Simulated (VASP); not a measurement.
# Sb (Im-3m) in VASP: relaxation of cell and atoms with PBEsol

Aim: the relaxation of cell and atoms of Sb with PBEsol.

Everything below comes from runs of VASP 6.6.1. Logs are shortened: lines on timing, memory, paths and dates and some standing lists are left out, and cuts for length are marked.

**1. The cell of the first run**

Symmetry: Im-3m, No. 229, cubic system. Conventional cell: a = 3.920 Å, b = 3.920 Å, c = 3.920 Å, α = 90.00°, β = 90.00°, γ = 90.00°. Sb (site symmetry m-3m) has 14 Sb at 3.39 to 3.92 Å within 4.5 Å.

This isn't the form of Sb at room conditions, which is rhombohedral.

**2. Relaxation of cell and atoms, PBEsol**

Contents of INCAR:

```
PREC = Accurate
ENCUT = 500
EDIFF = 1E-7
ISMEAR = 1
SIGMA = 0.1
LREAL = False
LASPH = True
NELM = 120
ALGO = Normal
ISIF = 3
LWAVE = False
LCHARG = False
GGA = PS
IBRION = 2
NSW = 80
EDIFFG = -0.03
GGA_COMPAT = False
NELMIN = 4
```

Contents of KPOINTS:

```
Automatic mesh
0
Gamma
  16 16 16
```

Contents of POSCAR:

```
Sb
1.0
   -1.9600000000      1.9600000000      1.9600000000
    1.9600000000     -1.9600000000      1.9600000000
    1.9600000000      1.9600000000     -1.9600000000
Sb
1
Direct
    0.0000000000      0.0000000000      0.0000000000
```

Potentials or basis: VASP PAW PBE potentials, release 64 (Sb).

Run with:

```sh
$ cat potpaw_PBE.64/Sb/POTCAR > POTCAR
$ mpirun -np 1 vasp_std > vasp.out
```

OUTCAR:

```text
PREC = Accurate
   ENCUT = 500
   EDIFF = 1E-7
   ISMEAR = 1
   LREAL = False
   LASPH = True
   NELM = 120
   ISIF = 3
   GGA = PS
   IBRION = 2
   NSW = 80
   EDIFFG = -0.03
   NELMIN = 4

 ion  position               nearest neighbor table
   1  0.000  0.000  0.000-

  LATTYP: Found a body centered cubic cell.
 ALAT       =     3.9200000000

  Lattice vectors:

 A1 = (  -1.9600000000,   1.9600000000,   1.9600000000)
 A2 = (   1.9600000000,  -1.9600000000,   1.9600000000)
 A3 = (   1.9600000000,   1.9600000000,  -1.9600000000)

Analysis of symmetry for initial positions (statically):
=====================================================================
 Subroutine PRICEL returns:
 Original cell was already a primitive cell.

 Routine SETGRP: Setting up the symmetry group for a
 body centered cubic supercell.

 Subroutine GETGRP returns: Found 48 space group operations
 (whereof 48 operations were pure point group operations)
 out of a pool of 48 trial point group operations.

The static configuration has the point symmetry O_h .

Analysis of symmetry for dynamics (positions and initial velocities):
=====================================================================
 Subroutine PRICEL returns:
 Original cell was already a primitive cell.

 Routine SETGRP: Setting up the symmetry group for a
 body centered cubic supercell.

 Subroutine GETGRP returns: Found 48 space group operations
 (whereof 48 operations were pure point group operations)
 out of a pool of 48 trial point group operations.

The dynamic configuration has the point symmetry O_h .

 Subroutine INISYM returns: Found 48 space group operations
 (whereof 48 operations are pure point group operations),
 and found     1 'primitive' translations

----------------------------------------------------------------------------------------

                                     Primitive cell

  volume of cell :      30.1181

  direct lattice vectors                    reciprocal lattice vectors
    -1.960000000  1.960000000  1.960000000     0.000000000  0.255102041  0.255102041
     1.960000000 -1.960000000  1.960000000     0.255102041  0.000000000  0.255102041
     1.960000000  1.960000000 -1.960000000     0.255102041  0.255102041  0.000000000

  length of vectors
     3.394819583  3.394819583  3.394819583     0.360768766  0.360768766  0.360768766

  position of ions in fractional coordinates (direct lattice)
     0.000000000  0.000000000  0.000000000

  ion indices of the primitive-cell ions
   primitive index   ion index
[... 57 lines left out ...]
   total plane-waves  NPLWV =  21952
   dimension x,y,z NGX =    28 NGY =   28 NGZ =   28
   dimension x,y,z NGXF=    56 NGYF=   56 NGZF=   56
   ions per type =               1
   NGX,Y,Z   is equivalent  to a cutoff of  13.71, 13.71, 13.71 a.u.
   NGXF,Y,Z  is equivalent  to a cutoff of  27.42, 27.42, 27.42 a.u.
 SYSTEM =  unknown system
   PREC   = accura    normal or accurate (medium, high low for compatibility)
   ISTART =      0    job   : 0-new  1-cont  2-samecut
   ICHARG =      2    charge: 1-file 2-atom 10-const
   ISPIN  =      1    spin polarized calculation?
   LNONCOLLINEAR =      F non collinear calculations
   LSORBIT =      F    spin-orbit coupling
   LASPH  =      T    aspherical Exc in radial PAW
   ENCUT  =  500.0 eV  36.75 Ry    6.06 a.u.   6.19  6.19  6.19*2*pi/ulx,y,z
   NELM   =    120;   NELMIN=  4; NELMDL= -5     # of ELM steps
   EDIFF  = 0.1E-06   stopping-criterion for ELM
   LREAL  =      F    real-space projection
   EDIFFG = -.3E-01   stopping-criterion for IOM
   NSW    =     80    number of steps for IOM
   IBRION =      2    ionic relax: 0-MD 1-quasi-New 2-CG
   NFREE  =      1    steps in history (QN), initial steepest desc. (CG)
   ISIF   =      3    stress and relaxation
   ISYM   =      2    0-nonsym 1-usesym 2-fastsym
   POTIM  = 0.5000    time-step for ionic-motion
   TEBEG  =    0.0;   TEEND  =   0.0 temperature during run
   PSTRESS=    0.0 pullay stress
   NELECT =       5.0000    total number of electrons
   NUPDOWN=      -1.0000    fix difference up-down
   EMIN   =  10.00;   EMAX   =-10.00  energy-range for DOS
   EFERMI =   0.00;   METHOD = LEGACY
   ISMEAR =     1;   SIGMA  =   0.10  broadening in eV -4-tet -1-fermi 0-gaus
   EFERMI_NEDOS =   21; number of points for ismear=-14 and -15
   IALGO  =     38    algorithm
   IMIX   =      4    mixing-type and parameters
     AMIX     =   0.40;   BMIX     =  1.00
     AMIX_MAG =   1.60;   BMIX_MAG =  1.00
  volume/ion in A,a.u.               =      30.12       203.25
  Fermi-wavevector in a.u.,A,eV,Ry     =   0.899751  1.700282 11.014610  0.809551
  Thomas-Fermi vector in A             =   2.022623
   LORBIT       =      0    0 simple, 1 ext, 2 COOP (PROOUT), +10 PAW based schemes
   GGA     = PS    functional components
   LHFCALC =     F    Hartree Fock is set to
   AEXX    =    0.0000 exact exchange contribution
   IVDW    =     0    specifies the selected vdW correction
   LEPSILON=     F    determine dielectric tensor
   LRPA    =     F    only Hartree local field effects (RPA)
 conjugate gradient relaxation of ions
 non-spin polarized calculation
 Methfessel and Paxton  Order N= 1 SIGMA  =   0.10
  energy-cutoff  :      500.00
  volume of cell :       30.12
 maximum number of plane-waves:       784
 NGX is ok and might be reduce to    28
   NGX = 13   NGY = 13   NGZ = 13

--------------------------------------- Ionic step        1  -------------------------------------------

 number of electron       5.0000000 magnetization

 Free energy of the ion-electron system (eV)
  ---------------------------------------------------
  ext. energy  EPLUGINS =         0.00000000
  ---------------------------------------------------
  free energy    TOTEN  =        -4.27765721 eV

  energy without entropy =       -4.27812109  energy(sigma->0) =       -4.27781183

 E-fermi :   6.8556     XC(G=0):  -9.8543

 val. band max:        6.8281523157   @ k =  -0.4375  -0.4375   0.3125
 cond. band min:       6.8747131976   @ k =   0.3125   0.1250   0.0625
 fundamental gap:      0.0465608820
 Fermi energy:         6.8556298568

 k-point     1 :       0.0000    0.0000    0.0000
  band No.  band energies     occupation
      1      -5.1209      2.00000
      2      11.5779      0.00000
      3      11.5779      0.00000
      4      11.5779      0.00000
      5      17.0880      0.00000
      6      17.0880      0.00000
[... 276 lines left out ...]
--------------------------------------- Ionic step        3  -------------------------------------------

 number of electron       5.0000000 magnetization

 Free energy of the ion-electron system (eV)
  ---------------------------------------------------
  ext. energy  EPLUGINS =         0.00000000
  ---------------------------------------------------
  free energy    TOTEN  =        -4.38547954 eV

  energy without entropy =       -4.38543511  energy(sigma->0) =       -4.38546473

 E-fermi :   8.7249     XC(G=0): -10.4911

 val. band max:        8.7225062185   @ k =  -0.4375   0.5000   0.3125
 cond. band min:       8.8122415332   @ k =   0.1250   0.1250   0.0625
 fundamental gap:      0.0897353146
 Fermi energy:         8.7249018100

 k-point     1 :       0.0000    0.0000    0.0000
  band No.  band energies     occupation
      1      -4.3614      2.00000
      2      14.5631      0.00000
      3      14.5631      0.00000
      4      14.5631      0.00000
      5      19.5291      0.00000
      6      19.5291      0.00000
[... 235 lines left out ...]
  FREE ENERGIE OF THE ION-ELECTRON SYSTEM (eV)
  ---------------------------------------------------
  free  energy   TOTEN  =        -4.3854795358 eV

  energy  without entropy=       -4.3854351117  energy(sigma->0) =       -4.38546473

 reached required accuracy - stopping structural energy minimisation
```

CONTCAR:

```text
Sb
   1.00000000000000
    -1.8651833769265538    1.8651833769265538    1.8651833769265538
     1.8651833769265538   -1.8651833769265538    1.8651833769265538
     1.8651833769265538    1.8651833769265538   -1.8651833769265538
  Sb
     1
Direct
     0.0000000000000000    0.0000000000000000    0.0000000000000000

  0.00000000E+00  0.00000000E+00  0.00000000E+00
```

It took 22 s on 1 thread of Intel Xeon 6975P-C (Granite Rapids), shared host; peak memory 0.17 GiB.

Results:

```yaml
Free_energy: -4.3855 eV
Relaxed_volume: 25.96 Å³/atom
Relaxed_cell: a = 3.231 Å, b = 3.231 Å, c = 3.231 Å, α = 109.47°, β = 109.47°, γ = 109.47°
Space_group_after_relaxing_to_0.1_Å: Im-3m (No. 229)
Energy_gained_by_relaxing: 107.8 meV/atom
Ionic_steps: 3
Pressure_after_relaxing: -0.1 GPa
Band_gap_on_the_k_mesh: zero (an odd number of electrons rules out a gap without spin polarisation)
```

The path:
```csv
step,energy change (eV),largest force (eV/Å),pressure (GPa),volume (Å³)
1,0.0000,0.0000,-7.31,30.12
2,-0.0897,0.0000,4.36,24.52
3,-0.1078,0.0000,-0.09,25.96
```

Final structure:
```xyz
1
Lattice="-1.8652 1.8652 1.8652 1.8652 -1.8652 1.8652 1.8652 1.8652 -1.8652" Properties=species:S:1:pos:R:3 pbc="T T T"
Sb    0.0000    0.0000    0.0000
```

Caveat: the PAW data sets were made with another functional, which shifts forces and pressure a little; spin-orbit coupling is left out, which moves the levels of the heavy elements.
